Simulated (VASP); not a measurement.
KBr: single point with PBE

The system is KBr.

```
K Br
1.0
     0.00000    3.23668    3.23668
     3.23668    0.00000    3.23668
     3.23668    3.23668    0.00000
K Br
1 1
Direct
  0.00000 0.00000 0.00000
  0.50000 0.50000 0.50000
```

This cell differs from its parent crystal: volume scaled by 0.95.

| Item | Value |
| --- | --- |
| Program | VASP 6.6.1 |
| Task | single point |
| Functional | PBE |
| Potentials or basis | VASP PAW PBE potentials, release 64 (K_sv, Br) |
| Cutoff | 520 eV |
| k mesh | 7 × 7 × 7 |
| Occupations | fermi-dirac, width 0.01 eV |
| Spin | no spin polarisation |
| Dipole correction | no |
| Further INCAR settings | ALGO = Normal; EDIFF = 1e-06; NBANDS = 15 |

```
Pressure               : 1.9 GPa
Band gap on the k mesh : 4.60 eV, direct
```

Levels at points of the mesh, in eV from the valence-band top:
| k point | band 6 | band 7 | band 8 | band 9 | band 10 | band 11 |
| --- | --- | --- | --- | --- | --- | --- |
| (0.00, 0.00, 0.00) | 0.00 | 0.00 | 0.00 | 4.60 | 7.61 | 7.61 |

Wall time 16 s on 1 thread of Intel(R) Xeon(R) 6975P-C (Granite Rapids) (shared host), peak memory 0.2 GiB.
